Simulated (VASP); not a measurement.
# NaZr2TeF11 (C2/m) in VASP: single point with r2SCAN

Aim: the single point of NaZr2TeF11 with r2SCAN.

Everything below comes from runs of VASP 6.6.1. Logs are shortened: lines on timing, memory, paths and dates and some standing lists are left out, and cuts for length are marked.

### Step 1. The cell of the first run

The structure is monoclinic, space group C2/m (No. 12). The conventional cell has a = 9.342 Å, b = 6.926 Å, c = 7.985 Å, α = 90.00°, β = 116.26°, γ = 90.00°. Na (site symmetry 2/m) has 8 F at 2.25 to 2.82 Å within 3.0 Å. Te (site symmetry 2/m) has 6 F at 2.08 to 2.12 Å within 2.8 Å. Within 2.6 Å of Zr (site symmetry m) lie 7 F at 1.99 to 2.21 Å. Within 2.8 Å of F (site symmetry 2/m) lie 2 Zr at 2.13 Å and 4 F at 2.57 Å. Within 2.9 Å of F (site symmetry 2) lie 2 Zr at 2.21 Å and 1 Na at 2.28 Å and 3 F at 2.37 to 2.58 Å. F (site symmetry m) has 1 Zr at 2.07 Å and 1 Te at 2.08 Å within 2.7 Å. Within 2.6 Å of F (site symmetry m) lie 1 Zr at 1.99 Å and 1 Na at 2.25 Å. F (site symmetry 1) has 1 Zr at 2.11 Å and 1 Te at 2.12 Å and 2 F at 2.57 to 2.58 Å within 2.8 Å.

### Step 2. Single point, r2SCAN

Contents of POSCAR:

```
NaZr2TeF11
1.0
    4.6707780000      3.4628990000      0.0000000000
    4.6707780000     -3.4628990000      0.0000000000
    3.5330770000      0.0000000000     -7.1612230000
Na Te Zr F
1 1 2 11
Direct
    0.0000000000      0.0000000000      0.0000000000
    0.0000000000      0.0000000000      0.5000000000
    0.5049000000      0.5049000000      0.7642600000
    0.4951000000      0.4951000000      0.2357400000
    0.5000000000      0.5000000000      0.5000000000
    0.3292000000      0.6708000000      0.0000000000
    0.6708000000      0.3292000000      0.0000000000
    0.2479000000      0.2479000000      0.3506000000
    0.7521000000      0.7521000000      0.6494000000
    0.2668000000      0.2668000000      0.8905000000
    0.7332000000      0.7332000000      0.1095000000
    0.2220000000      0.8088000000      0.6876000000
    0.1912000000      0.7780000000      0.3124000000
    0.7780000000      0.1912000000      0.3124000000
    0.8088000000      0.2220000000      0.6876000000
```

Contents of INCAR.step1:

```
SYSTEM = NaZr2TeF11
  PREC = Accurate
  ENCUT = 520
  ISMEAR = -1
  SIGMA = 0.1
  LREAL = Auto
  LASPH = .TRUE.
  NELM = 80
  NBANDS = 70
  GGA = PE
  ALGO = Normal
  EDIFF = 1E-4
  LWAVE = .TRUE.
  LCHARG = .FALSE.
```

Contents of INCAR.step2:

```
SYSTEM = NaZr2TeF11
  PREC = Accurate
  ENCUT = 520
  EDIFF = 1E-6
  ISMEAR = -1
  SIGMA = 0.1
  LREAL = Auto
  LASPH = .TRUE.
  NELM = 80
  ALGO = Normal
  ISIF = 2
  LWAVE = .FALSE.
  LCHARG = .FALSE.
  METAGGA = R2SCAN
  LMIXTAU = .TRUE.
  NBANDS = 70
  ISTART = 1
```

Contents of KPOINTS:

```
Automatic mesh
0
G
  5 5 4
  0 0 0
```

Potentials or basis: VASP PAW PBE potentials, release 64 (Na_pv, Te, Zr_sv, F).

Command:

```console
cat potpaw_PBE.64/Na_pv/POTCAR potpaw_PBE.64/Te/POTCAR potpaw_PBE.64/Zr_sv/POTCAR potpaw_PBE.64/F/POTCAR > POTCAR
cp INCAR.step1 INCAR
mpirun -np 1 vasp_std > vasp.out
cp INCAR.step2 INCAR
mpirun -np 1 vasp_std > vasp.out
```

OUTCAR:

```text
SYSTEM = NaZr2TeF11
   PREC = Accurate
   ENCUT = 520
   EDIFF = 1E-6
   ISMEAR = -1
   LREAL = Auto
   LASPH = .TRUE.
   NELM = 80
   ISIF = 2
   METAGGA = R2SCAN
   ISTART = 1

 ion  position               nearest neighbor table
   1  0.000  0.000  0.000-  10 2.25  11 2.25   6 2.28   7 2.28
   2  0.000  0.000  0.500-   8 2.08   9 2.08  12 2.12  13 2.12  14 2.12  15 2.12
   3  0.505  0.505  0.764-  10 1.99   9 2.07  12 2.11  15 2.11   5 2.13   6 2.21   7 2.21   4 3.73

   4  0.495  0.495  0.236-  11 1.99   8 2.07  13 2.11  14 2.11   5 2.13   6 2.21   7 2.21   3 3.73

   5  0.500  0.500  0.500-   3 2.13   4 2.13
   6  0.329  0.671  0.000-   3 2.21   4 2.21   1 2.28
   7  0.671  0.329  0.000-   3 2.21   4 2.21   1 2.28
   8  0.248  0.248  0.351-   4 2.07   2 2.08
   9  0.752  0.752  0.649-   3 2.07   2 2.08
  10  0.267  0.267  0.891-   3 1.99   1 2.25
  11  0.733  0.733  0.109-   4 1.99   1 2.25
  12  0.222  0.809  0.688-   3 2.11   2 2.12
  13  0.191  0.778  0.312-   4 2.11   2 2.12
  14  0.778  0.191  0.312-   4 2.11   2 2.12
  15  0.809  0.222  0.688-   3 2.11   2 2.12

  LATTYP: Found a base centered monoclinic cell.
 ALAT       =     9.3415560000
 B/A-ratio  =     0.7413966153
 C/A-ratio  =     0.8548196708
 COS(beta)  =    -0.4424450835

  Lattice vectors:

 A1 = (  -4.6707780000,  -3.4628990000,   0.0000000000)
 A2 = (  -4.6707780000,   3.4628990000,   0.0000000000)
 A3 = (   3.5330770000,   0.0000000000,  -7.1612230000)

Analysis of symmetry for initial positions (statically):
=====================================================================
 Subroutine PRICEL returns:
 Original cell was already a primitive cell.

 Routine SETGRP: Setting up the symmetry group for a
 base centered monoclinic supercell.

 Subroutine GETGRP returns: Found  4 space group operations
 (whereof  4 operations were pure point group operations)
 out of a pool of  4 trial point group operations.

The static configuration has the point symmetry C_2h.

Analysis of symmetry for dynamics (positions and initial velocities):
=====================================================================
 Subroutine PRICEL returns:
 Original cell was already a primitive cell.

 Routine SETGRP: Setting up the symmetry group for a
 base centered monoclinic supercell.

 Subroutine GETGRP returns: Found  4 space group operations
 (whereof  4 operations were pure point group operations)
 out of a pool of  4 trial point group operations.

The dynamic configuration has the point symmetry C_2h.

 Subroutine INISYM returns: Found  4 space group operations
 (whereof  4 operations are pure point group operations),
 and found     1 'primitive' translations

----------------------------------------------------------------------------------------

                                     Primitive cell

  volume of cell :     231.6574

  direct lattice vectors                    reciprocal lattice vectors
     4.670778000  3.462899000  0.000000000     0.107048547  0.144387694  0.052813711
     4.670778000 -3.462899000  0.000000000     0.107048547 -0.144387694  0.052813711
     3.533077000  0.000000000 -7.161223000     0.000000000  0.000000000 -0.139640952

  length of vectors
     5.814450671  5.814450671  7.985345825     0.187340561  0.187340561  0.139640952

  position of ions in fractional coordinates (direct lattice)
     0.000000000  0.000000000  0.000000000
     0.000000000  0.000000000  0.500000000
     0.504900000  0.504900000  0.764260000
     0.495100000  0.495100000  0.235740000
     0.500000000  0.500000000  0.500000000
     0.329200000  0.670800000  0.000000000
     0.670800000  0.329200000  0.000000000
     0.247900000  0.247900000  0.350600000
     0.752100000  0.752100000  0.649400000
     0.266800000  0.266800000  0.890500000
     0.733200000  0.733200000  0.109500000
     0.222000000  0.808800000  0.687600000
     0.191200000  0.778000000  0.312400000
[... 23 lines left out ...]
 KPOINTS: Automatic mesh

Automatic generation of k-mesh.
 Grid dimensions read from file:
 generate k-points for:    5    5    4

 Generating k-lattice:

  Cartesian coordinates                     Fractional coordinates (reciprocal lattice)
     0.021409709  0.028877539  0.010562742     0.200000000  0.000000000  0.000000000
     0.021409709 -0.028877539  0.010562742     0.000000000  0.200000000  0.000000000
     0.000000000  0.000000000 -0.034910238     0.000000000  0.000000000  0.250000000

  Length of vectors
     0.037468112  0.037468112  0.034910238

  Shift w.r.t. Gamma in fractional coordinates (k-lattice)
     0.000000000  0.000000000  0.000000000

 Subroutine IBZKPT returns following result:
 ===========================================

 Found     33 irreducible k-points:

 Following reciprocal coordinates:
            Coordinates               Weight
  0.000000  0.000000  0.000000      1.000000
  0.200000  0.000000  0.000000      4.000000
  0.400000  0.000000 -0.000000      4.000000
  0.200000  0.200000  0.000000      2.000000
  0.400000  0.200000 -0.000000      4.000000
 -0.400000  0.200000 -0.000000      4.000000
[... 16 lines left out ...]
 -0.200000 -0.400000  0.250000      4.000000
 -0.200000 -0.200000  0.250000      2.000000
 [... further k-points ...]
   k-points           NKPTS =     33   k-points in BZ     NKDIM =     33   number of bands    NBANDS=     70
   number of dos      NEDOS =    301   number of ions     NIONS =     15
   total plane-waves  NPLWV = 138240
   dimension x,y,z NGX =    48 NGY =   48 NGZ =   60
   dimension x,y,z NGXF=    96 NGYF=   96 NGZF=  120
   ions per type =               1   1   2  11
   NGX,Y,Z   is equivalent  to a cutoff of  13.72, 13.72, 12.49 a.u.
   NGXF,Y,Z  is equivalent  to a cutoff of  27.45, 27.45, 24.98 a.u.
 SYSTEM =  NaZr2TeF11
   PREC   = accura    normal or accurate (medium, high low for compatibility)
   ISTART =      1    job   : 0-new  1-cont  2-samecut
   ICHARG =      0    charge: 1-file 2-atom 10-const
   ISPIN  =      1    spin polarized calculation?
   LNONCOLLINEAR =      F non collinear calculations
   LSORBIT =      F    spin-orbit coupling
   LASPH  =      T    aspherical Exc in radial PAW
   ENCUT  =  520.0 eV  38.22 Ry    6.18 a.u.  10.81 10.81 14.85*2*pi/ulx,y,z
   NELM   =     80;   NELMIN=  2; NELMDL=  0     # of ELM steps
   EDIFF  = 0.1E-05   stopping-criterion for ELM
   LREAL  =      T    real-space projection
   EDIFFG = 0.1E-04   stopping-criterion for IOM
   NSW    =      0    number of steps for IOM
   IBRION =     -1    ionic relax: 0-MD 1-quasi-New 2-CG
   NFREE  =      0    steps in history (QN), initial steepest desc. (CG)
   ISIF   =      2    stress and relaxation
   ISYM   =      2    0-nonsym 1-usesym 2-fastsym
   POTIM  = 0.5000    time-step for ionic-motion
   TEBEG  =    0.0;   TEEND  =   0.0 temperature during run
   PSTRESS=    0.0 pullay stress
   NELECT =     114.0000    total number of electrons
   NUPDOWN=      -1.0000    fix difference up-down
   EMIN   =  10.00;   EMAX   =-10.00  energy-range for DOS
   EFERMI =   0.00;   METHOD = LEGACY
   ISMEAR =    -1;   SIGMA  =   0.10  broadening in eV -4-tet -1-fermi 0-gaus
   EFERMI_NEDOS =   21; number of points for ismear=-14 and -15
   IALGO  =     38    algorithm
   IMIX   =      4    mixing-type and parameters
     AMIX     =   0.40;   BMIX     =  1.00
     AMIX_MAG =   1.60;   BMIX_MAG =  1.00
  volume/ion in A,a.u.               =      15.44       104.22
  Fermi-wavevector in a.u.,A,eV,Ry     =   1.292492  2.442455 22.728999  1.670534
  Thomas-Fermi vector in A             =   2.424196
   LORBIT       =      0    0 simple, 1 ext, 2 COOP (PROOUT), +10 PAW based schemes
   METAGGA = R2SCAN    functional components
   LHFCALC =     F    Hartree Fock is set to
   AEXX    =    0.0000 exact exchange contribution
   IVDW    =     0    specifies the selected vdW correction
   LEPSILON=     F    determine dielectric tensor
   LRPA    =     F    only Hartree local field effects (RPA)
 non-spin polarized calculation
  energy-cutoff  :      520.00
  volume of cell :      231.66
 maximum number of plane-waves:      6257
 NGX is ok and might be reduce to    48
   NGX = 21   NGY = 21   NGZ = 29

 number of electron     114.0000016 magnetization

 Free energy of the ion-electron system (eV)
  ---------------------------------------------------
  ext. energy  EPLUGINS =         0.00000000
  ---------------------------------------------------
  free energy    TOTEN  =      -154.33794825 eV

  energy without entropy =     -154.06658189  energy(sigma->0) =     -154.20226507

 E-fermi :   5.0658     XC(G=0):  -9.2695

 val. band max:        5.0620685025   @ k =   0.4000   0.2000  -0.0000
 cond. band min:       5.0752960196   @ k =   0.4000   0.2000   0.5000
 fundamental gap:      0.0132275171
 Fermi energy:         5.0657608206

 k-point     1 :       0.0000    0.0000    0.0000
  band No.  band energies     occupation
      1     -49.0639      2.00000
      2     -49.0555      2.00000
      3     -27.1092      2.00000
      4     -27.0496      2.00000
      5     -27.0430      2.00000
      6     -26.9235      2.00000
[... 1717 lines left out ...]
     68       8.3536      0.00000
     69       8.6563      0.00000

 [... further k-points ...]

 [bands above 69 left out]

------------------------ aborting loop because EDIFF is reached ----------------------------------------

  FORCE on cell =-STRESS in cart. coord.  units (eV):
  Direction    XX          YY          ZZ          XY          YZ          ZX
  --------------------------------------------------------------------------------------
  -------------------------------------------------------------------------------------
  Total        6.9002536      8.2164733      8.7068894      0.0000000      0.0000000     -1.7349541
  in kB       47.7231814     56.8263535     60.2181439      0.0000000      0.0000000    -11.9992013
  external PRESSURE =      54.9225596 kB  Pullay stress =       0.0000000 kB

 VOLUME and BASIS-vectors are now :
 -----------------------------------------------------------------------------
  energy-cutoff  :      520.00
  volume of cell :      231.66
      direct lattice vectors                 reciprocal lattice vectors
     4.670778000  3.462899000  0.000000000     0.107048547  0.144387694  0.052813711
     4.670778000 -3.462899000  0.000000000     0.107048547 -0.144387694  0.052813711
     3.533077000  0.000000000 -7.161223000     0.000000000  0.000000000 -0.139640952

 POSITION                                       TOTAL-FORCE (eV/Angst)
 -----------------------------------------------------------------------------------
      0.00000      0.00000      0.00000         0.000000     -0.000000      0.000000
      1.76654      0.00000     -3.58061         0.000000      0.000000      0.000000
      7.41674      0.00000     -5.47304        -0.567105      0.000000     -1.229747
      5.45789      0.00000     -1.68819         0.567105      0.000000      1.229747
      6.43732      0.00000     -3.58061         0.000000     -0.000000      0.000000
      4.67078     -1.18293      0.00000         0.000000      0.257472      0.000000
      4.67078      1.18293      0.00000        -0.000000     -0.257472      0.000000
      3.55447      0.00000     -2.51072         1.041064      0.000000      0.658921
      9.32016      0.00000     -4.65050        -1.041064      0.000000     -0.658921
      5.63853      0.00000     -6.37707         0.128291      0.000000      0.101678
      7.23610      0.00000     -0.78415        -0.128291      0.000000     -0.101678
      7.24398     -2.03203     -4.92406         1.194014      1.418039     -1.826871
      5.63065     -2.03203     -2.23717        -1.194014      1.418039      1.826871
      5.63065      2.03203     -2.23717        -1.194014     -1.418039      1.826871
      7.24398      2.03203     -4.92406         1.194014     -1.418039     -1.826871
 -----------------------------------------------------------------------------------
    total drift:                                0.000000     -0.000000     -0.000000

  FREE ENERGIE OF THE ION-ELECTRON SYSTEM (eV)
  ---------------------------------------------------
  free  energy   TOTEN  =      -154.3379482548 eV

  energy  without entropy=     -154.0665818883  energy(sigma->0) =     -154.20226507
```

Run time: 34 min. Hardware: 1 thread of Intel Xeon Platinum 8375C at 2.90GHz (Ice Lake), shared host; peak memory 0.59 GiB.

Results:

```
Free energy            : -154.3379 eV
Pressure               : 5.5 GPa
Largest force          : 2.603 eV/Å
Band gap on the k mesh : zero (band 57 reaches 5.20 eV, above the bottom of band 58 at 5.06 eV)
```

Forces in eV/Å, atoms in the order of the input:
```
Na   0.000  0.000  0.000
Te   0.000  0.000  0.000
Zr  -0.567  0.000 -1.230
Zr   0.567  0.000  1.230
F    0.000  0.000  0.000
F    0.000  0.257  0.000
F    0.000 -0.257  0.000
F    1.041  0.000  0.659
F   -1.041  0.000 -0.659
F    0.128  0.000  0.102
F   -0.128  0.000 -0.102
F    1.194  1.418 -1.827
F   -1.194  1.418  1.827
F   -1.194 -1.418  1.827
F    1.194 -1.418 -1.827
```

Caveat: the PAW data sets were made with another functional, which shifts forces and pressure a little; spin-orbit coupling is left out, which moves the levels of the heavy elements.
